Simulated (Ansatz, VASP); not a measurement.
Be2Zn3Se5: VASP beside Ansatz

```
CELL_PARAMETERS angstrom
-1.91857 1.91857 13.56635
1.91857 -1.91857 13.56635
1.91857 1.91857 -13.56635
ATOMIC_POSITIONS crystal
Be 0.70000 0.70000 0.00000
Be 0.30000 0.30000 0.00000
Zn 0.90000 0.90000 0.00000
Zn 0.50000 0.50000 0.00000
Zn 0.10000 0.10000 0.00000
Se 0.25000 0.75000 0.50000
Se 0.85000 0.35000 0.50000
Se 0.45000 0.95000 0.50000
Se 0.05000 0.55000 0.50000
Se 0.65000 0.15000 0.50000
```

Alike in both runs: task single point; functional PBE; k mesh 6 × 6 × 6; occupations gaussian, width 0.1 eV; no spin polarisation.

```csv
,VASP,Ansatz
version,VASP 6.6.1,Ansatz 0.2.0
potentials or method,"VASP PAW PBE potentials, release 64 (Be, Zn, Se), cutoff 520 eV","scalar-relativistic, plane waves, PAW"
valence electrons in the cell,70,120
```

|  | VASP | Ansatz | Ansatz less VASP |
| --- | --- | --- | --- |
| gap on the k mesh at the Fermi level (eV) | 2.32 | 2.32 | -0.007 |
| least direct gap on the mesh (eV) | 2.32 | 2.32 | -0.007 |
| pressure (GPa) | 5.2 | 4.9 | -0.28 |
| rms of the force components (eV/Å) | 0.486 | 0.479 | -0.0064 |

Atom by atom the forces differ by 0.006 eV/Å (rms over components). With one functional, cell and mesh, what is left measures potentials, basis and numerics. VASP's potentials hold 70 valence electrons a cell and Ansatz's 120, so a difference there can come from the potentials and not from the codes.
